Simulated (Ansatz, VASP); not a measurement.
One calculation of V, two programs

```
CELL_PARAMETERS angstrom
0.00000 2.18214 4.46266
1.43122 0.00000 4.46266
1.43122 2.18214 0.00000
ATOMIC_POSITIONS crystal
V 0.86398 0.86398 0.13602
V 0.13602 0.13602 0.86398
```

Alike in both runs: functional PBE; k mesh 24 × 24 × 24; occupations gaussian, width 0.1 eV; no spin polarisation.

Ansatz relaxed the structure, and its values are those at the end. VASP's run is a single point on that final structure, the one shown.

|  | VASP | Ansatz |
| --- | --- | --- |
| version | VASP 6.6.1 | Ansatz 0.2.0 |
| potentials or method | VASP PAW PBE potentials, release 64 (V_sv), cutoff 520 eV | scalar-relativistic, plane waves, PAW |
| valence electrons in the cell | 26 | 26 |

Ansatz gave:

- gap on the k mesh at the Fermi level (eV): none
- pressure (GPa): 0.0
- rms of the force components (eV/Å): 0.001

Task: What did VASP give for the same quantities?

Result: gap on the k mesh at the Fermi level (eV): none; pressure (GPa): 0.3; rms of the force components (eV/Å): 0.005.

A gap of «none» marks a metal or a gap that the smearing closes.
